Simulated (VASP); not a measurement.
# InSb (F-43m) in VASP: single point with PBE0

Aim: the single point of InSb with PBE0.

Program: VASP 6.6.1. These are calculated values, not measurements. Logs are shortened: lines on timing, memory, paths and dates and some standing lists are left out, and cuts for length are marked.

**1. The cell of the first run**

It takes space group F-43m (No. 216, cubic). The conventional cell has a = 6.559 Å, b = 6.559 Å, c = 6.559 Å, α = 90.00°, β = 90.00°, γ = 90.00°. In (site symmetry -43m) has 4 Sb at 2.84 Å within 3.7 Å. Sb (site symmetry -43m) has 4 In at 2.84 Å within 3.7 Å.

**2. Single point, PBE0 (35.27 Å³/atom)**

Input file POSCAR:

```
InSb
1.0
    0.0000000000      3.2796000000      3.2796000000
    3.2796000000      0.0000000000      3.2796000000
    3.2796000000      3.2796000000      0.0000000000
In Sb
1 1
Direct
    0.0000000000      0.0000000000      0.0000000000
    0.2500000000      0.2500000000      0.2500000000
```

Input file INCAR.step1:

```
PREC     = Accurate       # precision mode
ENCUT    = 400            # plane-wave cutoff, eV
EDIFF    = 1E-5           # SCF threshold, eV
ISMEAR   = 0              # smearing method
SIGMA    = 0.02           # smearing width, eV
LREAL    = False          # projectors in reciprocal space
LASPH    = True           # aspherical terms in the spheres
NELM     = 120            # most SCF steps
ALGO     = Normal         # electronic algorithm
ISIF     = 2              # what is computed and relaxed
LWAVE    = True           # write WAVECAR
NBANDS   = 16             # bands
GGA      = PE             # functional
GGA_COMPAT= False
```

Input file INCAR.step2:

```
PREC     = Accurate       # precision mode
ENCUT    = 400            # plane-wave cutoff, eV
EDIFF    = 1E-6           # SCF threshold, eV
ISMEAR   = 0              # smearing method
SIGMA    = 0.02           # smearing width, eV
LREAL    = False          # projectors in reciprocal space
LASPH    = True           # aspherical terms in the spheres
NELM     = 120            # most SCF steps
ALGO     = Normal         # electronic algorithm
ISIF     = 2              # what is computed and relaxed
LWAVE    = False          # write WAVECAR
LCHARG   = True           # write CHGCAR
GGA      = PE             # functional
LHFCALC  = True           # exact exchange
AEXX     = 0.25           # exact-exchange fraction
PRECFOCK = Normal       
LELF     = True           # ELF
LVHAR    = True         
NBANDS   = 16             # bands
ISTART   = 1            
GGA_COMPAT= False
```

Input file KPOINTS:

```
Automatic mesh
0
Gamma
  6 6 6
```

Potentials or basis: VASP PAW PBE potentials, release 64 (In_d, Sb).

The run is started by

```
$ cat potpaw_PBE.64/In_d/POTCAR potpaw_PBE.64/Sb/POTCAR > POTCAR
$ cp INCAR.step1 INCAR
$ mpirun -np 1 vasp_std > vasp.out
$ cp INCAR.step2 INCAR
$ mpirun -np 1 vasp_std > vasp.out
```

OUTCAR:

```text
PREC = Accurate
   ENCUT = 400
   EDIFF = 1E-6
   ISMEAR = 0
   LREAL = False
   LASPH = True
   NELM = 120
   ISIF = 2
   GGA = PE
   LHFCALC = True
   AEXX = 0.25
   PRECFOCK = Normal
   ISTART = 1

 ion  position               nearest neighbor table
   1  0.000  0.000  0.000-   2 2.84   2 2.84   2 2.84   2 2.84
   2  0.250  0.250  0.250-   1 2.84   1 2.84   1 2.84   1 2.84

  LATTYP: Found a face centered cubic cell.
 ALAT       =     6.5592000000

  Lattice vectors:

 A1 = (   0.0000000000,   3.2796000000,   3.2796000000)
 A2 = (   3.2796000000,   0.0000000000,   3.2796000000)
 A3 = (   3.2796000000,   3.2796000000,   0.0000000000)

Analysis of symmetry for initial positions (statically):
=====================================================================
 Subroutine PRICEL returns:
 Original cell was already a primitive cell.

 Routine SETGRP: Setting up the symmetry group for a
 face centered cubic supercell.

 Subroutine GETGRP returns: Found 24 space group operations
 (whereof 24 operations were pure point group operations)
 out of a pool of 48 trial point group operations.

The static configuration has the point symmetry T_d .

Analysis of symmetry for dynamics (positions and initial velocities):
=====================================================================
 Subroutine PRICEL returns:
 Original cell was already a primitive cell.

 Routine SETGRP: Setting up the symmetry group for a
 face centered cubic supercell.

 Subroutine GETGRP returns: Found 24 space group operations
 (whereof 24 operations were pure point group operations)
 out of a pool of 48 trial point group operations.

The dynamic configuration has the point symmetry T_d .

 Subroutine INISYM returns: Found 24 space group operations
 (whereof 24 operations are pure point group operations),
 and found     1 'primitive' translations

----------------------------------------------------------------------------------------

                                     Primitive cell

  volume of cell :      70.5493

  direct lattice vectors                    reciprocal lattice vectors
     0.000000000  3.279600000  3.279600000    -0.152457617  0.152457617  0.152457617
     3.279600000  0.000000000  3.279600000     0.152457617 -0.152457617  0.152457617
     3.279600000  3.279600000  0.000000000     0.152457617  0.152457617 -0.152457617

  length of vectors
     4.638054799  4.638054799  4.638054799     0.264064338  0.264064338  0.264064338

  position of ions in fractional coordinates (direct lattice)
     0.000000000  0.000000000  0.000000000
     0.250000000  0.250000000  0.250000000

  ion indices of the primitive-cell ions
   primitive index   ion index
                 1           1
                 2           2

----------------------------------------------------------------------------------------

 KPOINTS: Automatic mesh

Automatic generation of k-mesh.
 Grid dimensions read from file:
 generate k-points for:    6    6    6

 Generating k-lattice:

  Cartesian coordinates                     Fractional coordinates (reciprocal lattice)
    -0.025409603  0.025409603  0.025409603     0.166666667  0.000000000  0.000000000
     0.025409603 -0.025409603  0.025409603     0.000000000  0.166666667  0.000000000
     0.025409603  0.025409603 -0.025409603     0.000000000  0.000000000  0.166666667

  Length of vectors
     0.044010723  0.044010723  0.044010723

  Shift w.r.t. Gamma in fractional coordinates (k-lattice)
     0.000000000  0.000000000  0.000000000

 Subroutine IBZKPT returns following result:
 ===========================================

 Found     16 irreducible k-points:

 Following reciprocal coordinates:
            Coordinates               Weight
  0.000000  0.000000  0.000000      1.000000
  0.166667  0.000000  0.000000      8.000000
  0.333333  0.000000  0.000000      8.000000
  0.500000  0.000000  0.000000      4.000000
  0.166667  0.166667  0.000000      6.000000
  0.333333  0.166667  0.000000     24.000000
[... 8 lines left out ...]
 -0.333333  0.333333  0.166667     24.000000
 -0.333333  0.500000  0.166667     12.000000
   k-points           NKPTS =     16   k-points in BZ     NKDIM =    216   number of bands    NBANDS=     16
   number of dos      NEDOS =    301   number of ions     NIONS =      2
   total plane-waves  NPLWV =  27000
   dimension x,y,z NGX =    30 NGY =   30 NGZ =   30
   dimension x,y,z NGXF=    60 NGYF=   60 NGZF=   60
   ions per type =               1   1
   NGX,Y,Z   is equivalent  to a cutoff of  10.75, 10.75, 10.75 a.u.
   NGXF,Y,Z  is equivalent  to a cutoff of  21.51, 21.51, 21.51 a.u.
 SYSTEM =  unknown system
   PREC   = accura    normal or accurate (medium, high low for compatibility)
   ISTART =      1    job   : 0-new  1-cont  2-samecut
   ICHARG =      0    charge: 1-file 2-atom 10-const
   ISPIN  =      1    spin polarized calculation?
   LNONCOLLINEAR =      F non collinear calculations
   LSORBIT =      F    spin-orbit coupling
   LASPH  =      T    aspherical Exc in radial PAW
   ENCUT  =  400.0 eV  29.40 Ry    5.42 a.u.   7.56  7.56  7.56*2*pi/ulx,y,z
   NELM   =    120;   NELMIN=  2; NELMDL=  0     # of ELM steps
   EDIFF  = 0.1E-05   stopping-criterion for ELM
   LREAL  =      F    real-space projection
   EDIFFG = 0.1E-04   stopping-criterion for IOM
   NSW    =      0    number of steps for IOM
   IBRION =     -1    ionic relax: 0-MD 1-quasi-New 2-CG
   NFREE  =      0    steps in history (QN), initial steepest desc. (CG)
   ISIF   =      2    stress and relaxation
   ISYM   =      3    0-nonsym 1-usesym 2-fastsym
   POTIM  = 0.5000    time-step for ionic-motion
   TEBEG  =    0.0;   TEEND  =   0.0 temperature during run
   PSTRESS=    0.0 pullay stress
   NELECT =      18.0000    total number of electrons
   NUPDOWN=      -1.0000    fix difference up-down
   EMIN   =  10.00;   EMAX   =-10.00  energy-range for DOS
   EFERMI =   0.00;   METHOD = LEGACY
   ISMEAR =     0;   SIGMA  =   0.02  broadening in eV -4-tet -1-fermi 0-gaus
   EFERMI_NEDOS =   21; number of points for ismear=-14 and -15
   IALGO  =     38    algorithm
   IMIX   =      1    mixing-type and parameters
     AMIX     =   0.40;   BMIX     =  1.00
     AMIX_MAG =   1.60;   BMIX_MAG =  1.00
  volume/ion in A,a.u.               =      35.27       238.05
  Fermi-wavevector in a.u.,A,eV,Ry     =   1.038329  1.962156 14.668797  1.078126
  Thomas-Fermi vector in A             =   2.172808
   LORBIT       =      0    0 simple, 1 ext, 2 COOP (PROOUT), +10 PAW based schemes
   GGA     = PE    functional components
   LHFCALC =     T    Hartree Fock is set to
   PRECFOCK=normal    Normal, Fast or Accurate (Low or Medium for compatibility)
   ENCUT4O =  -1.0   cutoff for four orbital integrals eV
   NKREDX  =     1    reduce k-point grid by
   NKREDY  =     1    reduce k-point grid by
   NKREDZ  =     1    reduce k-point grid by
   AEXX    =    0.2500 exact exchange contribution
   HFSCREEN=    0.0000 screening length (either q_TF or 0.3 A-1)
   HFSCREENC=   0.0000 screening length for correlation (either q_TF or 0.3 A-1)
   ENCUTFOCK=  -1.0 apply spherical cutoff to Coloumb kernel
   IVDW    =     0    specifies the selected vdW correction
   LEPSILON=     F    determine dielectric tensor
   LRPA    =     F    only Hartree local field effects (RPA)
 non-spin polarized calculation
 Gauss-broadening in eV      SIGMA  =   0.02
  energy-cutoff  :      400.00
  volume of cell :       70.55
 maximum number of plane-waves:      1303
  NGX = 24; NGY = 24; NGZ = 24

 number of electron      18.0000000 magnetization

 Free energy of the ion-electron system (eV)
  ---------------------------------------------------
  ext. energy  EPLUGINS =         0.00000000
  ---------------------------------------------------
  free energy    TOTEN  =        -9.33343505 eV

  energy without entropy =       -9.33343505  energy(sigma->0) =       -9.33343505

 E-fermi :   4.1898     XC(G=0):  -6.7656

 val. band max:        4.0202359230   @ k =   0.0000   0.0000   0.0000
 cond. band min:       4.8683792528   @ k =   0.0000   0.0000   0.0000
 fundamental gap:      0.8481433298
 Fermi energy:         4.1897748303

 k-point     1 :       0.0000    0.0000    0.0000
  band No.  band energies     occupation
      1     -12.4058      2.00000
      2     -12.4058      2.00000
      3     -12.4058      2.00000
      4     -12.3245      2.00000
      5     -12.3245      2.00000
      6      -7.5889      2.00000
[... 8 lines left out ...]
     15      13.7325      0.00000
     16      13.7325      0.00000

 k-point     2 :       0.1667    0.0000    0.0000
  band No.  band energies     occupation
      1     -12.4146      2.00000
      2     -12.4011      2.00000
      3     -12.4011      2.00000
      4     -12.3248      2.00000
      5     -12.3248      2.00000
      6      -7.3280      2.00000
[... 8 lines left out ...]
     15      12.7661      0.00000
     16      12.7661      0.00000

 k-point     3 :       0.3333    0.0000    0.0000
  band No.  band energies     occupation
      1     -12.4319      2.00000
      2     -12.3926      2.00000
      3     -12.3926      2.00000
      4     -12.3243      2.00000
      5     -12.3243      2.00000
      6      -6.6524      2.00000
[... 8 lines left out ...]
     15      13.2153      0.00000
     16      13.2153      0.00000

 k-point     4 :       0.5000    0.0000    0.0000
  band No.  band energies     occupation
      1     -12.4404      2.00000
      2     -12.3889      2.00000
      3     -12.3889      2.00000
      4     -12.3234      2.00000
      5     -12.3234      2.00000
      6      -6.1596      2.00000
[... 8 lines left out ...]
     15      14.7670      0.00000
     16      14.7670      0.00000
[... 172 lines left out ...]
 k-point    14 :       0.5000    0.3333    0.1667
  band No.  band energies     occupation
      1     -12.4496      2.00000
      2     -12.3828      2.00000
      3     -12.3781      2.00000
      4     -12.3317      2.00000
      5     -12.3215      2.00000
      6      -6.0988      2.00000
[... 8 lines left out ...]
     15      14.3672      0.00000
     16      15.8121      0.00000

 k-point    15 :      -0.3333    0.3333    0.1667
  band No.  band energies     occupation
      1     -12.4536      2.00000
      2     -12.3817      2.00000
      3     -12.3740      2.00000
      4     -12.3305      2.00000
      5     -12.3231      2.00000
      6      -5.6907      2.00000
[... 8 lines left out ...]
     15      15.1605      0.00000
     16      15.6386      0.00000

 k-point    16 :      -0.3333    0.5000    0.1667
  band No.  band energies     occupation
      1     -12.4612      2.00000
      2     -12.3760      2.00000
      3     -12.3685      2.00000
      4     -12.3352      2.00000
      5     -12.3208      2.00000
      6      -5.4919      2.00000
[... 8 lines left out ...]
     15      15.3160      0.00000
     16      16.0590      0.00000

------------------------ aborting loop because EDIFF is reached ----------------------------------------

  FORCE on cell =-STRESS in cart. coord.  units (eV):
  Direction    XX          YY          ZZ          XY          YZ          ZX
  --------------------------------------------------------------------------------------
  -------------------------------------------------------------------------------------
  Total       -0.4425177     -0.4425177     -0.4425177     -0.0000000      0.0000000      0.0000000
  in kB      -10.0495964    -10.0495964    -10.0495964     -0.0000000      0.0000000      0.0000000
  external PRESSURE =     -10.0495964 kB  Pullay stress =       0.0000000 kB

 VOLUME and BASIS-vectors are now :
 -----------------------------------------------------------------------------
  energy-cutoff  :      400.00
  volume of cell :       70.55
      direct lattice vectors                 reciprocal lattice vectors
     0.000000000  3.279600000  3.279600000    -0.152457617  0.152457617  0.152457617
     3.279600000  0.000000000  3.279600000     0.152457617 -0.152457617  0.152457617
     3.279600000  3.279600000  0.000000000     0.152457617  0.152457617 -0.152457617

 POSITION                                       TOTAL-FORCE (eV/Angst)
 -----------------------------------------------------------------------------------
      0.00000      0.00000      0.00000         0.000000      0.000000      0.000000
      1.63980      1.63980      1.63980        -0.000000     -0.000000     -0.000000
 -----------------------------------------------------------------------------------
    total drift:                                0.000001     -0.000000      0.000012

  FREE ENERGIE OF THE ION-ELECTRON SYSTEM (eV)
  ---------------------------------------------------
  free  energy   TOTEN  =        -9.3334350456 eV

  energy  without entropy=       -9.3334350456  energy(sigma->0) =       -9.33343505
```

Run time: 45 min. Hardware: 1 thread of Intel Xeon 8259CL, shared host; peak memory 0.2 GiB.

Results:

```yaml
Free_energy: -9.3334 eV
Pressure: -1.0 GPa
Band_gap_on_the_k_mesh: 0.85 eV
```

Levels at points of the mesh, in eV from the valence-band top:
```
           k point  band 6  band 7  band 8  band 9  band 10  band 11  band 12  band 13
(0.00, 0.00, 0.00)  -11.61    0.00    0.00    0.00     0.85     4.28     4.28     4.28
(0.50, 0.00, 0.00)  -10.18   -6.02   -1.06   -1.06     1.68     5.17     5.17     7.53
(0.50, 0.50, 0.00)   -9.54   -6.35   -2.39   -2.39     2.55     2.57     9.75     9.75
```

Caveat: the PAW data sets were made with another functional, which shifts forces and pressure a little; spin-orbit coupling is left out, which moves the levels of the heavy elements.
